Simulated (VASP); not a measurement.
# RbBr (P1) in VASP: further runs

RbBr is run at these levels: PBEsol; tasks: single point.

Program: VASP 6.6.1. These are calculated values, not measurements. Logs are shortened: lines on timing, memory, paths and dates and some standing lists are left out, and cuts for length are marked.

### 1 The cell of the first run

The typed cell holds 2 atoms: a = 4.756 Å, b = 4.877 Å, c = 4.956 Å, α = 57.50°, β = 59.11°, γ = 59.55°.

### 2 Single point, PBEsol (atoms moved at random and the cell strained at random)

INCAR

```
ALGO     = Normal         # electronic algorithm
EDIFF    = 1E-6           # SCF threshold, eV
ENCUT    = 520            # plane-wave cutoff, eV
GGA      = PS             # functional
ISIF     = 2              # what is computed and relaxed
ISMEAR   = 0              # smearing method
LASPH    = True           # aspherical terms in the spheres
LCHARG   = False          # write CHGCAR
LREAL    = False          # projectors in reciprocal space
LWAVE    = False          # write WAVECAR
NBANDS   = 15             # bands
NELM     = 100            # most SCF steps
PREC     = Accurate       # precision mode
SIGMA    = 0.02           # smearing width, eV
```

KPOINTS

```
k-points
0
Gamma
  6 6 6
```

POSCAR

```
RbBr
1.0
    0.0901775250      3.3877410000      3.3366027000
    3.5371457250      0.0694411500      3.3573390750
    3.5680275000      3.4393591500      0.0385593750
Rb Br
1 1
Direct
   -0.0195142232      0.0364711889     -0.0029715536
    0.5195142232      0.4635288111      0.5029715536
```

Potentials or basis: VASP PAW PBE potentials, release 64 (Rb_sv, Br).

Started as:

```sh
cat potpaw_PBE.64/Rb_sv/POTCAR potpaw_PBE.64/Br/POTCAR > POTCAR
mpirun -np 1 vasp_std > vasp.out
```

OUTCAR:

```text
EDIFF = 1E-6
   ENCUT = 520
   GGA = PS
   ISIF = 2
   ISMEAR = 0
   LASPH = True
   LREAL = False
   NELM = 100
   PREC = Accurate

 ion  position               nearest neighbor table
   1  0.980  0.036  0.997-   2 3.22   2 3.25   2 3.28   2 3.45   2 3.53   2 3.74
   2  0.520  0.464  0.503-   1 3.22   1 3.25   1 3.28   1 3.45   1 3.53   1 3.74

  LATTYP: Found a triclinic cell.
 ALAT       =     4.7298625464
 B/A-ratio  =     1.4071593708
 C/A-ratio  =     1.0115890089
 COS(alpha) =     0.0088948011
 COS(beta)  =     0.4924588462
 COS(gamma) =     0.6996686981

  Lattice vectors:

 A1 = (   0.0308817750,   3.3699180000,  -3.3187797000)
 A2 = (  -0.0592957500,  -0.0178230000,  -6.6553824000)
 A3 = (  -3.4469682000,   3.3182998500,  -0.0207363750)

Analysis of symmetry for initial positions (statically):
=====================================================================
 Subroutine PRICEL returns:
 Original cell was already a primitive cell.

 Routine SETGRP: Setting up the symmetry group for a
 triclinic supercell.

 Subroutine GETGRP returns: Found  1 space group operations
 (whereof  1 operations were pure point group operations)
 out of a pool of  2 trial point group operations.

The static configuration has the point symmetry C_1 .

Analysis of symmetry for dynamics (positions and initial velocities):
=====================================================================
 Subroutine PRICEL returns:
 Original cell was already a primitive cell.

 Routine SETGRP: Setting up the symmetry group for a
 triclinic supercell.

 Subroutine GETGRP returns: Found  1 space group operations
 (whereof  1 operations were pure point group operations)
 out of a pool of  2 trial point group operations.

The dynamic configuration has the point symmetry C_1 .

 Subroutine INISYM returns: Found  1 space group operations
 (whereof  1 operations are pure point group operations),
 and found     1 'primitive' translations

----------------------------------------------------------------------------------------

                                     Primitive cell

  volume of cell :      78.8437

  direct lattice vectors                    reciprocal lattice vectors
     0.090177525  3.387741000  3.336602700    -0.146421560  0.150204624  0.151156616
     3.537145725  0.069441150  3.357339075     0.143894136 -0.150951988  0.149376557
[... 86 lines left out ...]
   LREAL  =      F    real-space projection
   EDIFFG = 0.1E-04   stopping-criterion for IOM
   NSW    =      0    number of steps for IOM
   IBRION =     -1    ionic relax: 0-MD 1-quasi-New 2-CG
   NFREE  =      0    steps in history (QN), initial steepest desc. (CG)
   ISIF   =      2    stress and relaxation
   ISYM   =      2    0-nonsym 1-usesym 2-fastsym
   POTIM  = 0.5000    time-step for ionic-motion
   TEBEG  =    0.0;   TEEND  =   0.0 temperature during run
   PSTRESS=    0.0 pullay stress
   NELECT =      16.0000    total number of electrons
   NUPDOWN=      -1.0000    fix difference up-down
   EMIN   =  10.00;   EMAX   =-10.00  energy-range for DOS
   EFERMI =   0.00;   METHOD = LEGACY
   ISMEAR =     0;   SIGMA  =   0.02  broadening in eV -4-tet -1-fermi 0-gaus
   EFERMI_NEDOS =   21; number of points for ismear=-14 and -15
   IALGO  =     38    algorithm
   IMIX   =      4    mixing-type and parameters
     AMIX     =   0.40;   BMIX     =  1.00
     AMIX_MAG =   1.60;   BMIX_MAG =  1.00
  volume/ion in A,a.u.               =      39.42       266.03
  Fermi-wavevector in a.u.,A,eV,Ry     =   0.962039  1.817989 12.592440  0.925518
  Thomas-Fermi vector in A             =   2.091463
   LORBIT       =      0    0 simple, 1 ext, 2 COOP (PROOUT), +10 PAW based schemes
   GGA     = PS    functional components
   LHFCALC =     F    Hartree Fock is set to
   AEXX    =    0.0000 exact exchange contribution
   IVDW    =     0    specifies the selected vdW correction
   LEPSILON=     F    determine dielectric tensor
   LRPA    =     F    only Hartree local field effects (RPA)
 non-spin polarized calculation
 Gauss-broadening in eV      SIGMA  =   0.02
  energy-cutoff  :      520.00
  volume of cell :       78.84
 maximum number of plane-waves:      2138
   NGX = 17   NGY = 19   NGZ = 19

 number of electron      16.0000000 magnetization

 Free energy of the ion-electron system (eV)
  ---------------------------------------------------
  ext. energy  EPLUGINS =         0.00000000
  ---------------------------------------------------
  free energy    TOTEN  =        -6.29749827 eV

  energy without entropy =       -6.29749827  energy(sigma->0) =       -6.29749827

 E-fermi :  -1.5715     XC(G=0):  -7.4774

 val. band max:       -1.7644831634   @ k =   0.0000   0.0000   0.0000
 cond. band min:       2.4875513812   @ k =   0.0000   0.0000   0.0000
 fundamental gap:      4.2520345446
 Fermi energy:        -1.5715237473

 k-point     1 :       0.0000    0.0000    0.0000
  band No.  band energies     occupation
      1     -26.0623      2.00000
      2     -13.9954      2.00000
      3     -10.1652      2.00000
      4     -10.1617      2.00000
      5     -10.1477      2.00000
      6      -1.8419      2.00000
      7      -1.7721      2.00000
      8      -1.7645      2.00000
      9       2.4876      0.00000
     10       5.2072      0.00000
     11       5.6407      0.00000
     12       5.7076      0.00000
     13       6.3810      0.00000
     14       6.5530      0.00000
[... 401 lines left out ...]
      2     -14.0217      2.00000
      3     -10.2256      2.00000
      4     -10.1998      2.00000
      5     -10.1269      2.00000
      6      -2.6348      2.00000
      7      -2.1811      2.00000
      8      -2.0892      2.00000
      9       4.8421      0.00000
     10       5.5989      0.00000
     11       7.2781      0.00000
     12       7.6905      0.00000
     13       8.0015      0.00000
     14       8.4088      0.00000
     15       9.1267      0.00000

 [... further k-points ...]
[... 5 lines left out ...]
  --------------------------------------------------------------------------------------
  -------------------------------------------------------------------------------------
  Total        0.0916224      0.4017305      0.6237680      0.0137116      0.0360893     -0.0905194
  in kB        1.8618515      8.1635376     12.6755469      0.2786333      0.7333684     -1.8394389
  external PRESSURE =       7.5669787 kB  Pullay stress =       0.0000000 kB

 VOLUME and BASIS-vectors are now :
 -----------------------------------------------------------------------------
  energy-cutoff  :      520.00
  volume of cell :       78.84
      direct lattice vectors                 reciprocal lattice vectors
     0.090177525  3.387741000  3.336602700    -0.146421560  0.150204624  0.151156616
     3.537145725  0.069441150  3.357339075     0.143894136 -0.150951988  0.149376557
     3.568027500  3.439359150  0.038559375     0.141318811  0.145849240 -0.151903980

 POSITION                                       TOTAL-FORCE (eV/Angst)
 -----------------------------------------------------------------------------------
      3.77485      6.75330      3.43238        -0.168372      0.186700     -0.195062
      3.48103      3.52207      3.30903         0.168372     -0.186700      0.195062
 -----------------------------------------------------------------------------------
    total drift:                               -0.000122      0.000011     -0.000028

  FREE ENERGIE OF THE ION-ELECTRON SYSTEM (eV)
  ---------------------------------------------------
  free  energy   TOTEN  =        -6.2974982717 eV

  energy  without entropy=       -6.2974982717  energy(sigma->0) =       -6.29749827
```

stdout:

```text
POSCAR found type information on POSCAR RbBr
 POSCAR found :  2 types and       2 ions
 scaLAPACK will be used
 -----------------------------------------------------------------------------
|                                                                             |
|                                                                             |
|     You enforced a specific xc type in the INCAR file but a different       |
|     I HOPE YOU KNOW WHAT YOU ARE DOING!                                     |
|                                                                             |
 -----------------------------------------------------------------------------

 LDA part: xc-table for (Slater+PW92), standard interpolation
 POSCAR, INCAR and KPOINTS ok, starting setup
 FFT: planning ... GRIDC
 FFT: planning ... GRID_SOFT
 FFT: planning ... GRID
 WAVECAR not read
 entering main loop
```

Run time: 3.4 min. Hardware: 1 thread of AMD EPYC 7R13, shared host; peak memory 0.27 GiB.

What came out:

```yaml
Free_energy: -6.2975 eV
Pressure: 0.8 GPa
Largest_force: 0.318 eV/Å
Band_gap_on_the_k_mesh: 4.25 eV
```

Forces on the atoms (eV/Å):
```
Rb  -0.168  0.187 -0.195
Br   0.168 -0.187  0.195
```

Caveat: the cell differs from its parent crystal (atoms moved at random and the cell strained at random); the PAW data sets were made with another functional, which shifts forces and pressure a little.

### 3 Single point, PBEsol (atoms moved at random and the cell strained at random)

INCAR

```
SYSTEM = RbBr
PREC     = Accurate       ! precision mode
ENCUT    = 520            ! plane-wave cutoff, eV
EDIFF    = 1E-7           ! SCF threshold, eV
ISMEAR   = 0              ! smearing method
SIGMA    = 0.02           ! smearing width, eV
LREAL    = .FALSE.        ! projectors in reciprocal space
LASPH    = .TRUE.         ! aspherical terms in the spheres
NELM     = 60             ! most SCF steps
ALGO     = Normal         ! electronic algorithm
ISIF     = 2              ! what is computed and relaxed
LWAVE    = .FALSE.        ! write WAVECAR
LCHARG   = .FALSE.        ! write CHGCAR
GGA      = PS             ! functional
NBANDS   = 15             ! bands
```

KPOINTS

```
Automatic mesh
0
G
  6 6 6
  0 0 0
```

POSCAR

```
RbBr
1.0
   -0.1043331000      3.3961041000      3.5325186000
    3.2864926500     -0.0303676500      3.4585531500
    3.2922508500      3.3278968500     -0.0361258500
Rb Br
1 1
Direct
    0.0241794311     -0.0149511306     -0.0050897155
    0.4758205689      0.5149511306      0.5050897155
```

Potentials or basis: VASP PAW PBE potentials, release 64 (Rb_sv, Br).

Started as:

```sh
cat potpaw_PBE.64/Rb_sv/POTCAR potpaw_PBE.64/Br/POTCAR > POTCAR
mpirun -np 1 vasp_std > vasp.out
```

OUTCAR:

```text
SYSTEM = RbBr
   PREC = Accurate
   ENCUT = 520
   EDIFF = 1E-7
   ISMEAR = 0
   LREAL = .FALSE.
   LASPH = .TRUE.
   NELM = 60
   ISIF = 2
   GGA = PS

 ion  position               nearest neighbor table
   1  0.024  0.985  0.995-   2 3.21   2 3.25   2 3.45   2 3.49   2 3.51   2 3.59
   2  0.476  0.515  0.505-   1 3.21   1 3.25   1 3.45   1 3.49   1 3.51   1 3.59

  LATTYP: Found a triclinic cell.
 ALAT       =     4.9013361559
 B/A-ratio  =     0.9836482231
 C/A-ratio  =     0.9551188561
 COS(alpha) =     0.0104929747
 COS(beta)  =     0.4720339797
 COS(gamma) =     0.5184753047

  Lattice vectors:
[... 612 lines left out ...]
     11       7.3408      0.00000
     12       7.5474      0.00000
     13       7.8437      0.00000
     14       8.4114      0.00000
     15       9.1573      0.00000

 [... further k-points ...]
[... 5 lines left out ...]
  --------------------------------------------------------------------------------------
  -------------------------------------------------------------------------------------
  Total        0.6492063      0.4135119     -0.2676881      0.1037201     -0.0416507      0.0764780
  in kB       13.1228307      8.3585857     -5.4109542      2.0965614     -0.8419121      1.5458990
  external PRESSURE =       5.3568207 kB  Pullay stress =       0.0000000 kB

 VOLUME and BASIS-vectors are now :
 -----------------------------------------------------------------------------
  energy-cutoff  :      520.00
  volume of cell :       79.26
      direct lattice vectors                 reciprocal lattice vectors
    -0.104333100  3.396104100  3.532518600    -0.145196833  0.145153190  0.139247906
     3.286492650 -0.030367650  3.458553150     0.149864050 -0.146679977  0.145441910
     3.292250850  3.327896850 -0.036125850     0.149540265  0.151023409 -0.140774693

 POSITION                                       TOTAL-FORCE (eV/Angst)
 -----------------------------------------------------------------------------------
      6.51033      3.36316      3.45632         0.238778     -0.190642     -0.044777
      3.30562      3.28118      3.44358        -0.238778      0.190642      0.044777
 -----------------------------------------------------------------------------------
    total drift:                               -0.000121      0.000144      0.000072

  FREE ENERGIE OF THE ION-ELECTRON SYSTEM (eV)
  ---------------------------------------------------
  free  energy   TOTEN  =        -6.3122049017 eV

  energy  without entropy=       -6.3122049017  energy(sigma->0) =       -6.31220490
```

OSZICAR:

```text
N       E                     dE             d eps       ncg     rms          rms(c)
DAV:   1     0.820682411072E+02    0.82068E+02   -0.66097E+03  3360   0.911E+02
DAV:   2    -0.515918696264E+00   -0.82584E+02   -0.75491E+02  4699   0.163E+02
DAV:   3    -0.634544710532E+01   -0.58295E+01   -0.57968E+01  4592   0.447E+01
DAV:   4    -0.651894660737E+01   -0.17350E+00   -0.17346E+00  4959   0.699E+00
DAV:   5    -0.652008105865E+01   -0.11345E-02   -0.11344E-02  4663   0.587E-01    0.303E+00
DAV:   6    -0.631894656612E+01    0.20113E+00   -0.24384E-01  4277   0.233E+00    0.200E+00
DAV:   7    -0.630200194211E+01    0.16945E-01   -0.10861E-01  4634   0.165E+00    0.966E-01
DAV:   8    -0.631143353114E+01   -0.94316E-02   -0.11813E-02  3553   0.633E-01    0.944E-02
DAV:   9    -0.631181308210E+01   -0.37955E-03   -0.57044E-04  4809   0.123E-01    0.592E-02
DAV:  10    -0.631219151573E+01   -0.37843E-03   -0.46879E-04  3437   0.113E-01    0.177E-02
DAV:  11    -0.631219913588E+01   -0.76201E-05   -0.23591E-05  4727   0.258E-02    0.734E-03
DAV:  12    -0.631220455572E+01   -0.54198E-05   -0.68695E-06  3493   0.154E-02    0.144E-03
DAV:  13    -0.631220488493E+01   -0.32921E-06   -0.65944E-07  4669   0.394E-03    0.153E-03
DAV:  14    -0.631220490174E+01   -0.16809E-07   -0.87591E-08  2831   0.178E-03
   1 F= -.63122049E+01 E0= -.63122049E+01  d E =-.168295E-25
```

stdout:

```text
POSCAR found type information on POSCAR RbBr
 POSCAR found :  2 types and       2 ions
 scaLAPACK will be used
 -----------------------------------------------------------------------------
|                                                                             |
|                                                                             |
|     You enforced a specific xc type in the INCAR file but a different       |
|     I HOPE YOU KNOW WHAT YOU ARE DOING!                                     |
|                                                                             |
 -----------------------------------------------------------------------------

 LDA part: xc-table for (Slater+PW92), standard interpolation
 POSCAR, INCAR and KPOINTS ok, starting setup
 FFT: planning ... GRIDC
 FFT: planning ... GRID_SOFT
 FFT: planning ... GRID
 WAVECAR not read
 entering main loop
```

Wall time 61 s (1 thread of Intel Xeon Platinum 8488C (Sapphire Rapids), shared host); peak memory 0.29 GiB.

Results:

- Free energy: -6.3122 eV
- Pressure: 0.5 GPa
- Largest force: 0.309 eV/Å
- Band gap on the k mesh: 4.20 eV

Forces in eV/Å, atoms in the order of the input:
```
Rb   0.239 -0.191 -0.045
Br  -0.239  0.191  0.045
```

Caveat: the cell differs from its parent crystal (atoms moved at random and the cell strained at random); the PAW data sets were made with another functional, which shifts forces and pressure a little.
